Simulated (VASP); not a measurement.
CaB: single point with PBE

Crystal: CaB.

```
B Ca
1.0
    -3.62871    0.00000    0.00000
     0.00000   -4.25978    0.00000
     0.00000    2.12989    5.00919
B Ca
2 2
Direct
  0.75000 0.02852 0.05705
  0.25000 0.97148 0.94295
  0.75000 0.36107 0.72214
  0.25000 0.63893 0.27786
```

| Property | Result |
| --- | --- |
| Program | VASP 6.6.1 |
| Task | single point |
| Functional | PBE |
| Potentials or basis | VASP PAW PBE potentials, release 64 (B, Ca_sv) |
| Cutoff | 520 eV |
| k mesh | 7 × 6 × 6 |
| Occupations | fermi-dirac, width 0.1 eV |
| Spin | no spin polarisation |

```json
{
  "Pressure": "-6.3 GPa",
  "Largest force": "0.015 eV/Å",
  "Band gap on the k mesh": "zero (bands 13 and 14 overlap by 1.11 eV)"
}
```

Forces on the atoms (eV/Å):
```
B    0.000  0.000  0.004
B    0.000  0.000 -0.004
Ca   0.000  0.000 -0.015
Ca   0.000  0.000  0.015
```

Stress tensor (GPa, compression positive):
```
-17.22   0.00   0.00
  0.00  -1.91   0.00
  0.00   0.00   0.15
```

Levels at points of the mesh, in eV from the Fermi level:
| k point | band 11 | band 12 | band 13 | band 14 | band 15 | band 16 |
| --- | --- | --- | --- | --- | --- | --- |
| (0.00, 0.00, 0.00) | -2.38 | -2.06 | -1.25 | -0.04 | 1.90 | 2.22 |
| (0.00, 0.50, 0.00) | -2.51 | -2.51 | -0.88 | 0.92 | 1.43 | 2.25 |
| (0.00, 0.00, 0.50) | -2.43 | -1.96 | 0.25 | 0.81 | 1.26 | 2.69 |

Run time: 82 s on 1 thread of Intel(R) Xeon(R) Platinum 8259CL CPU @ 2.50GHz (Skylake/Cascade Lake) (shared host), peak memory 0.23 GiB.

Caveat: the stress differs along the axes, from -17 to 0 GPa.
